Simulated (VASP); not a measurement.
A run of VASP 6.6.1:

INCAR

```
PREC = Accurate
ENCUT = 600
EDIFF = 1E-6
ISMEAR = 0
SIGMA = 0.1
LREAL = F
LASPH = T
NELM = 100
ALGO = Normal
ISIF = 4
LWAVE = F
LCHARG = F
GGA = PE
IBRION = 2
NSW = 50
EDIFFG = -0.01
```

File KPOINTS:

```
regular mesh
0
Gamma
  10 10 8
```

File POSCAR:

```
ZrPbO4
1.0
    3.8323790462      0.0000000000      0.0000000000
    0.0000000000      3.8323790462      0.0000000000
    0.0000000000      0.0000000000      5.4489435544
Zr Pb O
1 1 4
Direct
    0.5000000000      0.5000000000      0.5000000000
    0.0000000000      0.0000000000      0.0000000000
    0.5000000000      0.0000000000      0.7371358785
    0.0000000000      0.5000000000      0.2628641215
    0.5000000000      0.0000000000      0.2628641215
    0.0000000000      0.5000000000      0.7371358785
```

Potentials or basis: VASP PAW PBE potentials, release 64 (Zr_sv, Pb_d, O).

Command:

```sh
$ cat potpaw_PBE.64/Zr_sv/POTCAR potpaw_PBE.64/Pb_d/POTCAR potpaw_PBE.64/O/POTCAR > POTCAR
$ mpirun -np 1 vasp_std > vasp.out
```

Hardware: 1 thread of Intel(R) Xeon(R) Platinum 8259CL CPU @ 2.50GHz (Skylake/Cascade Lake), on a shared host.

Problem. How long does it take, and how much memory?

Solution. It took 8.8 min on 1 thread of Intel(R) Xeon(R) Platinum 8259CL CPU @ 2.50GHz (Skylake/Cascade Lake), with other jobs on the host, peak memory 0.44 GiB. Counts: scf iterations 35, k points 105, ion steps 5.
